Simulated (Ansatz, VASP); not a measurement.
## TiSi: VASP beside Ansatz

The input POSCAR:

```
TiSi
1.0
    1.8706633400     -2.1811527200      0.0000000000
    1.8706633400      2.1811527200      0.0000000000
    0.0000000000      0.0000000000      3.9180520200
Ti Si
1 1
Direct
    0.5000000000      0.5000000000      0.0000000000
    0.0000000000      0.0000000000      0.5000000000
```

Contents of INCAR.step1:

```
SYSTEM = TiSi
  PREC = Accurate
  ENCUT = 520
  ISMEAR = 0
  SIGMA = 0.15
  LREAL = .False.
  LASPH = .True.
  NELM = 100
  NBANDS = 15
  GGA = PE
  ALGO = Normal
  EDIFF = 1E-4
  LWAVE = .True.
  LCHARG = .False.
```

File INCAR.step2:

```
SYSTEM = TiSi
  PREC = Accurate
  ENCUT = 520
  EDIFF = 1E-7
  ISMEAR = 0
  SIGMA = 0.15
  LREAL = .False.
  LASPH = .True.
  NELM = 100
  ALGO = Normal
  ISIF = 2
  LWAVE = .False.
  LCHARG = .True.
  METAGGA = R2SCAN
  LMIXTAU = .True.
  LELF = .True.
  LVHAR = .True.
  NBANDS = 15
  ISTART = 1
```

The input KPOINTS:

```
regular mesh
0
Gamma
  18 18 12
  0 0 0
```

Input for Ansatz:

```yaml
crystal:
  lattice:
    - [1.87066334, -2.18115272, 0.0]
    - [1.87066334, 2.18115272, 0.0]
    - [0.0, 0.0, 3.91805202]
  atoms:
    - { symbol: Ti, position: [0.5, 0.5, 0.0] }
    - { symbol: Si, position: [0.0, 0.0, 0.5] }
basis:
  ecutwfc: 500
kpoints:
  mp_grid: { grid: [18, 18, 12] }
hamiltonian:
  xc: r2scan
scf:
  occupations: { method: gaussian, width: 0.15 }
output:
  forces: true
  stress: true
  eigenvalues: true
```

Change from the starting cell: strain +0.030 along x and y, +0.030 along z, atoms carried along.

Alike in both runs: task single point; functional r2SCAN; k mesh 18 × 18 × 12; occupations gaussian, width 0.15 eV; no spin polarisation.

|  | VASP | Ansatz |
| --- | --- | --- |
| version | VASP 6.6.1 | Ansatz 0.2.0 |
| potentials or method | VASP PAW PBE potentials, release 64 (Ti_sv, Si), cutoff 520 eV | scalar-relativistic, plane waves, PAW |
| valence electrons in the cell | 16 | 16 |

|  | VASP | Ansatz | Ansatz less VASP |
| --- | --- | --- | --- |
| gap on the k mesh at the Fermi level (eV) | none | none | - |
| pressure (GPa) | -11.5 | -11.7 | -0.29 |
| traceless stress, the component that is largest in VASP (GPa) | 1.39 | 1.33 | -0.063 |

VASP's potentials were made for PBE, not for r2SCAN. A gap of «none» marks a metal or a gap that the smearing closes.
